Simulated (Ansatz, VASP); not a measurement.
# Be2Si in VASP and in Ansatz

```
Si Be
1.0
     0.00000    2.64000    2.64000
     2.64000    0.00000    2.64000
     2.64000    2.64000    0.00000
Si Be
1 2
Direct
  0.00000 0.00000 0.00000
  0.25000 0.25000 0.25000
  0.75000 0.75000 0.75000
```

Alike in both runs: task single point; functional PBE; k mesh 9 × 9 × 9; occupations fermi-dirac, width 0.05 eV; no spin polarisation.

|  | VASP | Ansatz |
| --- | --- | --- |
| version | VASP 6.6.1 | Ansatz 0.2.0 |
| potentials or method | VASP PAW PBE potentials, release 64 (Si, Be) | Ansatz PAW earlier set |
| plane-wave cutoff (eV) | 520 | 960 |
| valence electrons in the cell | 8 | 12 |

|  | VASP | Ansatz | Ansatz less VASP |
| --- | --- | --- | --- |
| gap on the k mesh at the Fermi level (eV) | none | none | - |
| pressure (GPa) | 0.2 | 0.2 | -0.07 |

A gap of «none» marks a metal or a gap that the smearing closes. VASP's potentials hold 8 valence electrons a cell and Ansatz's 12, so a difference there can come from the potentials and not from the codes.
